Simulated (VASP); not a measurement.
# AgI (P6_3mc) in VASP: a series of runs, part 2 of 2

VASP 6.6.1. Earlier steps stand in the parts before.

### Step 5. Single point, r2SCAN (film at in-plane strain -0.005)

Input file POSCAR:

```
AgI
1.0
    4.6263224459      0.0000000000      0.0000000000
   -2.3131612229      4.0065127642      0.0000000000
    0.0000000000      0.0000000000      7.6459001672
Ag I
2 2
Direct
    0.6666666667      0.3333333333      0.6291173477
    0.3333333333      0.6666666667      0.1291173477
    0.6666666667      0.3333333333      0.0008826523
    0.3333333333      0.6666666667      0.5008826523
```

Input file INCAR.step1:

```
SYSTEM = AgI
  ALGO = Normal
  EDIFF = 1E-5
  ENCUT = 550
  GGA = PE
  GGA_COMPAT = .False.
  ISMEAR = 0
  LASPH = .True.
  LCHARG = .False.
  LREAL = .False.
  LWAVE = .True.
  NBANDS = 26
  NELM = 120
  PREC = Accurate
  SIGMA = 0.01
```

Input file INCAR.step2:

```
SYSTEM = AgI
  ALGO = Normal
  EDIFF = 1E-6
  ENCUT = 550
  GGA_COMPAT = .False.
  ISIF = 2
  ISMEAR = 0
  ISTART = 1
  LASPH = .True.
  LCHARG = .False.
  LMIXTAU = .True.
  LREAL = .False.
  LWAVE = .False.
  METAGGA = R2SCAN
  NBANDS = 26
  NELM = 120
  PREC = Accurate
  SIGMA = 0.01
```

Input file KPOINTS:

```
k-points
0
Gamma
  6 6 4
  0 0 0
```

Potentials or basis: VASP PAW PBE potentials, release 64 (Ag, I).

Started as:

```console
$ cat potpaw_PBE.64/Ag/POTCAR potpaw_PBE.64/I/POTCAR > POTCAR
$ cp INCAR.step1 INCAR
$ mpirun -np 1 vasp_std > vasp.out
$ cp INCAR.step2 INCAR
$ mpirun -np 1 vasp_std > vasp.out
```

OUTCAR:

```text
SYSTEM = AgI
   EDIFF = 1E-6
   ENCUT = 550
   ISIF = 2
   ISMEAR = 0
   ISTART = 1
   LASPH = .True.
   LREAL = .False.
   METAGGA = R2SCAN
   NELM = 120
   PREC = Accurate

 ion  position               nearest neighbor table
   1  0.667  0.333  0.629-   3 2.84   4 2.85   4 2.85   4 2.85
   2  0.333  0.667  0.129-   4 2.84   3 2.85   3 2.85   3 2.85
   3  0.667  0.333  0.001-   1 2.84   2 2.85   2 2.85   2 2.85
   4  0.333  0.667  0.501-   2 2.84   1 2.85   1 2.85   1 2.85

  LATTYP: Found a hexagonal cell.
 ALAT       =     4.6263224459
 C/A-ratio  =     1.6526950416

  Lattice vectors:

 A1 = (   4.6263224459,   0.0000000000,   0.0000000000)
 A2 = (  -2.3131612229,   4.0065127642,   0.0000000000)
 A3 = (   0.0000000000,   0.0000000000,   7.6459001672)

Analysis of symmetry for initial positions (statically):
=====================================================================
 Subroutine PRICEL returns:
 Original cell was already a primitive cell.

 Routine SETGRP: Setting up the symmetry group for a
 hexagonal supercell.

 Subroutine GETGRP returns: Found 12 space group operations
 (whereof  6 operations were pure point group operations)
 out of a pool of 24 trial point group operations.

The static configuration has the point symmetry C_3v.
 The point group associated with its full space group is C_6v.

Analysis of symmetry for dynamics (positions and initial velocities):
=====================================================================
 Subroutine PRICEL returns:
 Original cell was already a primitive cell.

 Routine SETGRP: Setting up the symmetry group for a
 hexagonal supercell.

 Subroutine GETGRP returns: Found 12 space group operations
 (whereof  6 operations were pure point group operations)
 out of a pool of 24 trial point group operations.

The dynamic configuration has the point symmetry C_3v.
 The point group associated with its full space group is C_6v.

[... 116 lines left out ...]
   IMIX   =      4    mixing-type and parameters
     AMIX     =   0.40;   BMIX     =  1.00
     AMIX_MAG =   1.60;   BMIX_MAG =  1.00
  volume/ion in A,a.u.               =      35.43       239.09
  Fermi-wavevector in a.u.,A,eV,Ry     =   1.036809  1.959284 14.625887  1.074972
  Thomas-Fermi vector in A             =   2.171217
   LORBIT       =      0    0 simple, 1 ext, 2 COOP (PROOUT), +10 PAW based schemes
   METAGGA = R2SCAN    functional components
   LHFCALC =     F    Hartree Fock is set to
   AEXX    =    0.0000 exact exchange contribution
   IVDW    =     0    specifies the selected vdW correction
   LEPSILON=     F    determine dielectric tensor
   LRPA    =     F    only Hartree local field effects (RPA)
 non-spin polarized calculation
 Gauss-broadening in eV      SIGMA  =   0.01
  energy-cutoff  :      550.00
  volume of cell :      141.72
 maximum number of plane-waves:      4164
 NGX is ok and might be reduce to    36
   NGX = 17   NGY = 17   NGZ = 29

 number of electron      36.0000013 magnetization

 Free energy of the ion-electron system (eV)
  ---------------------------------------------------
  ext. energy  EPLUGINS =         0.00000000
  ---------------------------------------------------
  free energy    TOTEN  =       -93.05184451 eV

  energy without entropy =      -93.05184451  energy(sigma->0) =      -93.05184451

 E-fermi :   2.6034     XC(G=0):  -8.7741

 val. band max:        2.5015021255   @ k =   0.0000   0.0000   0.0000
 cond. band min:       4.3223779630   @ k =   0.0000   0.0000   0.0000
 fundamental gap:      1.8208758375
 Fermi energy:         2.6033530211

 k-point     1 :       0.0000    0.0000    0.0000
  band No.  band energies     occupation
      1     -10.5199      2.00000
      2     -10.2489      2.00000
      3      -1.6331      2.00000
      4      -1.5977      2.00000
      5      -1.5977      2.00000
      6      -1.5311      2.00000
[... 598 lines left out ...]
     25      11.0811      0.00000
     26      11.0811      0.00000

------------------------ aborting loop because EDIFF is reached ----------------------------------------

  FORCE on cell =-STRESS in cart. coord.  units (eV):
  Direction    XX          YY          ZZ          XY          YZ          ZX
  --------------------------------------------------------------------------------------
  -------------------------------------------------------------------------------------
  Total        0.0535762      0.0535762     -0.1034215      0.0000000     -0.0000000      0.0000000
  in kB        0.6056919      0.6056919     -1.1692037      0.0000000     -0.0000000      0.0000000
  external PRESSURE =       0.0140600 kB  Pullay stress =       0.0000000 kB

 VOLUME and BASIS-vectors are now :
 -----------------------------------------------------------------------------
  energy-cutoff  :      550.00
  volume of cell :      141.72
      direct lattice vectors                 reciprocal lattice vectors
     4.626322446  0.000000000  0.000000000     0.216154410  0.124796807  0.000000000
    -2.313161223  4.006512764  0.000000000     0.000000000  0.249593614  0.000000000
     0.000000000  0.000000000  7.645900167     0.000000000  0.000000000  0.130789047

 POSITION                                       TOTAL-FORCE (eV/Angst)
 -----------------------------------------------------------------------------------
      2.31316      1.33550      4.81017         0.000000     -0.000000     -0.000148
     -0.00000      2.67101      0.98722        -0.000000      0.000000     -0.000148
      2.31316      1.33550      0.00675        -0.000000     -0.000000      0.000148
     -0.00000      2.67101      3.82970         0.000000      0.000000      0.000148
 -----------------------------------------------------------------------------------
    total drift:                               -0.000000      0.000000     -0.004641

  FREE ENERGIE OF THE ION-ELECTRON SYSTEM (eV)
  ---------------------------------------------------
  free  energy   TOTEN  =       -93.0518445145 eV

  energy  without entropy=      -93.0518445145  energy(sigma->0) =      -93.05184451
```

OSZICAR.step1:

```text
N       E                     dE             d eps       ncg     rms          rms(c)
DAV:   1     0.208480172525E+03    0.20848E+03   -0.15969E+04  1092   0.124E+03
DAV:   2     0.141882272461E+01   -0.20706E+03   -0.19901E+03  1210   0.240E+02
DAV:   3    -0.953604134580E+01   -0.10955E+02   -0.10880E+02  1296   0.535E+01
DAV:   4    -0.973847149039E+01   -0.20243E+00   -0.20233E+00  1376   0.720E+00
DAV:   5    -0.974099530144E+01   -0.25238E-02   -0.25238E-02  1272   0.808E-01    0.675E+00
DAV:   6    -0.956873674327E+01    0.17226E+00   -0.57473E-01  1124   0.830E+00    0.502E+00
DAV:   7    -0.957055333591E+01   -0.18166E-02   -0.15060E-01  1136   0.177E+00    0.189E+00
DAV:   8    -0.957065739528E+01   -0.10406E-03   -0.97137E-03  1168   0.903E-01    0.426E-01
DAV:   9    -0.957090403852E+01   -0.24664E-03   -0.23373E-03  1190   0.432E-01    0.910E-02
DAV:  10    -0.957095813065E+01   -0.54092E-04   -0.15693E-04  1210   0.139E-01    0.319E-02
DAV:  11    -0.957102057856E+01   -0.62448E-04   -0.11993E-04  1114   0.714E-02    0.357E-02
DAV:  12    -0.957101431100E+01    0.62676E-05   -0.15864E-05   894   0.457E-02
   1 F= -.95710143E+01 E0= -.95710143E+01  d E =-.149737E-27
```

It took 8 min on 1 thread of Intel Xeon 8259CL, shared host; peak memory 0.33 GiB.

What came out:

```
Free energy            : -93.0518 eV
Pressure               : 0.0 GPa
Band gap on the k mesh : 1.82 eV
```

Caveat: the cell differs from its parent crystal (film at in-plane strain -0.005); the PAW data sets were made with another functional, which shifts forces and pressure a little; spin-orbit coupling is left out, which moves the levels of the heavy elements.

### Step 6. Summary

```csv
cell,gap on the mesh (eV),pressure (GPa)
"a = 4.603, b = 4.603, c = 7.693 Å, angles 90.0, 90.0, 120.0°, 4 atoms, film at in-plane strain -0.01",1.81,0.1
"a = 4.626, b = 4.626, c = 7.621 Å, angles 90.0, 90.0, 120.0°, 4 atoms, in-plane strain -0.005",1.82,0.1
"a = 4.626, b = 4.626, c = 7.646 Å, angles 90.0, 90.0, 120.0°, 4 atoms, film at in-plane strain -0.005",1.82,0.0
```

Alike in all rows: task single point; level r2SCAN; potentials or basis VASP PAW PBE potentials, release 64 (Ag, I); no spin polarisation; k mesh 6 × 6 × 4; cutoff (eV) 550; smearing gaussian 0.01 eV.

Caveats: the PAW data sets were made with another functional, which shifts forces and pressure a little; spin-orbit coupling is left out, which moves the levels of the heavy elements.

Total energies depend on the potentials used, so only differences within one code and one set of settings carry meaning.
